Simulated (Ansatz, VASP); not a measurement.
# One calculation of V, two programs

Contents of INCAR:

```
ALGO = Fast
EDIFF = 1E-6
ENCUT = 520
GGA = PE
ISIF = 2
ISMEAR = 0
LASPH = T
LCHARG = F
LREAL = F
LWAVE = F
NBANDS = 20
NELM = 60
PREC = Accurate
SIGMA = 0.1
```

The input KPOINTS:

```
k-points
0
Gamma
  18 18 18
```

The input POSCAR:

```
V
1.0
    2.9971751498      0.0000000000      0.0000000000
    0.0000000000      2.9971751498      0.0000000000
    0.0000000000      0.0000000000      2.8772881438
V
2
Direct
    0.0000000000      0.0000000000      0.0000000000
    0.5000000000      0.5000000000      0.5000000000
```

Input for Ansatz:

```yaml
crystal:
  lattice:
    - [2.9971751498, 0.0, 0.0]
    - [0.0, 2.9971751498, 0.0]
    - [0.0, 0.0, 2.8772881438]
  atoms:
    - { symbol: V, position: [0.0, 0.0, 0.0] }
    - { symbol: V, position: [0.5, 0.5, 0.5] }
basis:
  ecutwfc: 420
kpoints:
  mp_grid: { grid: [18, 18, 18] }
hamiltonian:
  xc: pbe
scf:
  occupations: { method: gaussian, width: 0.1 }
output:
  forces: true
  stress: true
  eigenvalues: true
```

Change from the starting cell: strain along c alone, the other axes held, atoms relaxed: -4.0 %.

Alike in both runs: task single point; functional PBE; k mesh 18 × 18 × 18; occupations gaussian, width 0.1 eV; no spin polarisation.

|  | VASP | Ansatz |
| --- | --- | --- |
| version | VASP 6.6.1 | Ansatz 0.2.0 |
| potentials or method | VASP PAW PBE potentials, release 64 (V_sv), cutoff 520 eV | scalar-relativistic, plane waves, PAW |
| valence electrons in the cell | 26 | 26 |

```csv
,VASP,Ansatz,Ansatz less VASP
gap on the k mesh at the Fermi level (eV),none,none,-
pressure (GPa),8.4,8.1,-0.31
"traceless stress, the component that is largest in VASP (GPa)",3.77,3.76,-0.003
```

A gap of «none» marks a metal or a gap that the smearing closes. With one functional, cell and mesh, what is left measures potentials, basis and numerics.
